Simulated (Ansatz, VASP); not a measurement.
One calculation of Be2SO3, two programs

File INCAR:

```
PREC     = Accurate       # precision mode
ENCUT    = 600            # plane-wave cutoff, eV
EDIFF    = 1E-7           # SCF threshold, eV
ISMEAR   = 0              # smearing method
SIGMA    = 0.1            # smearing width, eV
LREAL    = F              # projectors in reciprocal space
LASPH    = T              # aspherical terms in the spheres
NELM     = 80             # most SCF steps
ALGO     = Normal         # electronic algorithm
ISIF     = 3              # what is computed and relaxed
LWAVE    = F              # write WAVECAR
LCHARG   = F              # write CHGCAR
GGA      = PE             # functional
IBRION   = 2              # ionic algorithm
NSW      = 90             # ionic steps
EDIFFG   = -0.04          # ionic threshold
```

File KPOINTS:

```
regular mesh
0
Gamma
  6 6 8
```

File POSCAR:

```
Be2SO3
1.0
    4.7917806182      0.0000000000      0.0000000000
   -2.3958903091      4.1498037447      0.0000000000
    0.0000000000      0.0000000000      2.4800027173
Be S O
2 1 3
Direct
    0.3333333333      0.6666666667      0.5000000000
    0.6666666667      0.3333333333      0.5000000000
    0.0000000000      0.0000000000      0.0000000000
    0.5000000000      0.0000000000      0.0000000000
    0.0000000000      0.5000000000      0.0000000000
    0.5000000000      0.5000000000      0.0000000000
```

Input for Ansatz:

```yaml
crystal:
  lattice:
    - [4.7917806182, 0.0, 0.0]
    - [-2.3958903091, 4.1498037447, 0.0]
    - [0.0, 0.0, 2.4800027173]
  atoms:
    - { symbol: Be, position: [0.3333333333, 0.6666666667, 0.5] }
    - { symbol: Be, position: [0.6666666667, 0.3333333333, 0.5] }
    - { symbol: S, position: [0.0, 0.0, 0.0] }
    - { symbol: O, position: [0.5, 0.0, 0.0] }
    - { symbol: O, position: [0.0, 0.5, 0.0] }
    - { symbol: O, position: [0.5, 0.5, 0.0] }
basis:
  ecutwfc: 420
kpoints:
  mp_grid: { grid: [6, 6, 8] }
hamiltonian:
  xc: pbe
scf:
  occupations: { method: gaussian, width: 0.1 }
  lower_state_search: "off"
output:
  forces: true
  stress: true
  eigenvalues: true
relax:
  adjacent_minimum: "off"
  f_tol: 0.04
  max_steps: 70
  cell: { stress_tol: 0.4 }
```

Alike in both runs: task relaxation of cell and atoms; functional PBE; k mesh 6 × 6 × 8; occupations gaussian, width 0.1 eV; no spin polarisation.

|  | VASP | Ansatz |
| --- | --- | --- |
| version | VASP 6.6.1 | Ansatz 0.2.0 |
| potentials or method | VASP PAW PBE potentials, release 64 (Be, S, O), cutoff 600 eV | scalar-relativistic, plane waves, PAW |
| valence electrons in the cell | 28 | 28 |

|  | VASP | Ansatz | Ansatz less VASP |
| --- | --- | --- | --- |
| gap on the k mesh at the Fermi level, each at its own relaxed structure (eV) | none | none | - |
| relaxed volume (Å³/atom) | 8.15 | 8.19 | +0.033 |
| relaxed cell length with the largest relative difference (Å) | 4.819 | 4.827 | +0.0079 |

A gap of «none» marks a metal or a gap that the smearing closes.
